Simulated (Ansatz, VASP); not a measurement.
**One calculation of CrRuC4N4, two programs**

```
Cr Ru C N
1.0
     7.29614    0.00000    0.00000
     0.00000    7.29614    0.00000
     0.00000    0.00000    3.13448
Cr Ru C N
1 1 4 4
Direct
  0.00000 0.00000 0.00000
  0.50000 0.50000 0.00000
  0.19556 0.80444 0.00000
  0.80444 0.19556 0.00000
  0.19556 0.19556 0.00000
  0.80444 0.80444 0.00000
  0.30926 0.69074 0.00000
  0.69074 0.30926 0.00000
  0.30926 0.30926 0.00000
  0.69074 0.69074 0.00000
```

Alike in both runs: functional PBE; k mesh 4 × 4 × 6; occupations gaussian, width 0.1 eV; collinear spin.

Ansatz relaxed the structure, and its values are those at the end. VASP's run is a single point on that final structure, the one shown.

|  | VASP | Ansatz |
| --- | --- | --- |
| version | VASP 6.6.1 | Ansatz 0.2.0 |
| potentials or method | VASP PAW PBE potentials, release 64 (Cr_pv, Ru_pv, C, N), cutoff 520 eV | scalar-relativistic, plane waves, PAW |
| valence electrons in the cell | 62 | 66 |

```tsv
	VASP	Ansatz	Ansatz less VASP
gap on the k mesh at the Fermi level (eV)	none	none	-
pressure (GPa)	0.4	0.0	-0.38
rms of the force components (eV/Å)	0.181	0.002	-0.1787
net moment per atom (μB)	0.23	0.23	0.000
size of the moment on the site where the two differ most (μB)	3.07	2.52	-0.551
```

Site moments also hang on the region over which each program counts them. A gap of «none» marks a metal or a gap that the smearing closes. VASP's potentials hold 62 valence electrons a cell and Ansatz's 66, so a difference there can come from the potentials and not from the codes. Ansatz's warnings: seeded moment not kept.

Noted on VASP's run: the standard files for N, O and F lose accuracy on very short bonds.
